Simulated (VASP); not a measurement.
# CoSi (P2_13) in VASP: notebook, part 2 of 2

VASP 6.6.1.

## (3) Single point, LDA

This run uses another cell than the first one, of 10.29 Å³/atom, 0.946 times its volume.

INCAR reads:

```
ALGO     = Normal         # electronic algorithm
EDIFF    = 1E-6           # SCF threshold, eV
ENCUT    = 520            # plane-wave cutoff, eV
ISIF     = 2              # what is computed and relaxed
ISMEAR   = -1             # smearing method
LASPH    = True           # aspherical terms in the spheres
LCHARG   = False          # write CHGCAR
LREAL    = False          # projectors in reciprocal space
LWAVE    = False          # write WAVECAR
NBANDS   = 36             # bands
NELM     = 80             # most SCF steps
PREC     = Accurate       # precision mode
SIGMA    = 0.02           # smearing width, eV
```

KPOINTS reads:

```
k-points
0
Gamma
  6 6 6
```

POSCAR reads:

```
CoSi
1.0
    4.3502360193      0.0000000000      0.0000000000
    0.0000000000      4.3502360193      0.0000000000
    0.0000000000      0.0000000000      4.3502360193
Co Si
4 4
Direct
    0.1457097335      0.1457097335      0.1457097335
    0.3542902665      0.8542902665      0.6457097335
    0.6457097335      0.3542902665      0.8542902665
    0.8542902665      0.6457097335      0.3542902665
    0.8431080085      0.8431080085      0.8431080085
    0.6568919915      0.1568919915      0.3431080085
    0.3431080085      0.6568919915      0.1568919915
    0.1568919915      0.3431080085      0.6568919915
```

Potentials or basis: VASP PAW LDA potentials, release 64 (Co, Si).

Started as:

```sh
$ cat potpaw_LDA.64/Co/POTCAR potpaw_LDA.64/Si/POTCAR > POTCAR
$ mpirun -np 1 vasp_std > vasp.out
```

OUTCAR:

```text
EDIFF = 1E-6
   ENCUT = 520
   ISIF = 2
   ISMEAR = -1
   LASPH = True
   LREAL = False
   NELM = 80
   PREC = Accurate

 ion  position               nearest neighbor table
   1  0.146  0.146  0.146-   5 2.28   6 2.29   7 2.29   8 2.29   7 2.38   8 2.38   6 2.38   2 2.68
                             2 2.68   4 2.68   3 2.68   4 2.68   3 2.68
   2  0.354  0.854  0.646-   6 2.28   5 2.29   7 2.29   8 2.29   7 2.38   8 2.38   5 2.38   1 2.68
                             1 2.68   3 2.68   4 2.68   4 2.68   3 2.68
   3  0.646  0.354  0.854-   7 2.28   6 2.29   5 2.29   8 2.29   8 2.38   6 2.38   5 2.38   4 2.68
                             4 2.68   1 2.68   2 2.68   2 2.68   1 2.68
   4  0.854  0.646  0.354-   8 2.28   6 2.29   7 2.29   5 2.29   6 2.38   5 2.38   7 2.38   3 2.68
                             3 2.68   1 2.68   1 2.68   2 2.68   2 2.68
   5  0.843  0.843  0.843-   1 2.28   2 2.29   3 2.29   4 2.29   3 2.38   4 2.38   2 2.38   6 2.69
                             7 2.69   8 2.69   6 2.69   8 2.69   7 2.69
   6  0.657  0.157  0.343-   2 2.28   1 2.29   3 2.29   4 2.29   3 2.38   4 2.38   1 2.38   8 2.69
                             5 2.69   5 2.69   7 2.69   7 2.69   8 2.69
   7  0.343  0.657  0.157-   3 2.28   2 2.29   1 2.29   4 2.29   4 2.38   2 2.38   1 2.38   8 2.69
                             5 2.69   8 2.69   6 2.69   6 2.69   5 2.69
[... 212 lines left out ...]
      6       7.1364      2.00000
[... 925 lines left out ...]
     35      18.9010      0.00000
     36      18.9010      0.00000

------------------------ aborting loop because EDIFF is reached ----------------------------------------

  FORCE on cell =-STRESS in cart. coord.  units (eV):
  Direction    XX          YY          ZZ          XY          YZ          ZX
  --------------------------------------------------------------------------------------
  -------------------------------------------------------------------------------------
  Total        0.2223085      0.2223085      0.2223085      0.0000000     -0.0000000      0.0000000
  in kB        4.3264155      4.3264155      4.3264155      0.0000000     -0.0000000      0.0000000
  external PRESSURE =       4.3264155 kB  Pullay stress =       0.0000000 kB

 VOLUME and BASIS-vectors are now :
 -----------------------------------------------------------------------------
  energy-cutoff  :      520.00
  volume of cell :       82.33
      direct lattice vectors                 reciprocal lattice vectors
     4.350236019  0.000000000  0.000000000     0.229872585  0.000000000  0.000000000
     0.000000000  4.350236019  0.000000000     0.000000000  0.229872585  0.000000000
     0.000000000  0.000000000  4.350236019     0.000000000  0.000000000  0.229872585

 POSITION                                       TOTAL-FORCE (eV/Angst)
 -----------------------------------------------------------------------------------
      0.63387      0.63387      0.63387         0.004762      0.004762      0.004762
      1.54125      3.71636      2.80899        -0.004762     -0.004762      0.004762
      2.80899      1.54125      3.71636         0.004762     -0.004762     -0.004762
      3.71636      2.80899      1.54125        -0.004762      0.004762     -0.004762
      3.66772      3.66772      3.66772         0.002627      0.002627      0.002627
      2.85764      0.68252      1.49260        -0.002627     -0.002627      0.002627
      1.49260      2.85764      0.68252         0.002627     -0.002627     -0.002627
      0.68252      1.49260      2.85764        -0.002627      0.002627     -0.002627
 -----------------------------------------------------------------------------------
    total drift:                               -0.000000     -0.000000      0.000000

  FREE ENERGIE OF THE ION-ELECTRON SYSTEM (eV)
  ---------------------------------------------------
  free  energy   TOTEN  =       -62.6420711148 eV

  energy  without entropy=      -62.6404181784  energy(sigma->0) =      -62.64124465
```

stdout:

```text
POSCAR found type information on POSCAR CoSi
 POSCAR found :  2 types and       8 ions
 scaLAPACK will be used
 LDA part: xc-table for (Slater(with rela. corr.)+CA(PZ))
 , standard interpolation
 POSCAR, INCAR and KPOINTS ok, starting setup
 FFT: planning ... GRIDC
 FFT: planning ... GRID_SOFT
 FFT: planning ... GRID
 WAVECAR not read
 entering main loop
```

Wall time 21 s (1 thread of Intel Xeon 6975P-C (Granite Rapids), shared host); peak memory 0.18 GiB.

Results:

```
Free energy            : -62.6421 eV
Pressure               : 0.4 GPa
Largest force          : 0.008 eV/Å
Band gap on the k mesh : zero (band 26 reaches 12.84 eV, above the bottom of band 27 at 12.59 eV)
```

Forces on the atoms (eV/Å):
```
Co   0.005  0.005  0.005
Co  -0.005 -0.005  0.005
Co   0.005 -0.005 -0.005
Co  -0.005  0.005 -0.005
Si   0.003  0.003  0.003
Si  -0.003 -0.003  0.003
Si   0.003 -0.003 -0.003
Si  -0.003  0.003 -0.003
```
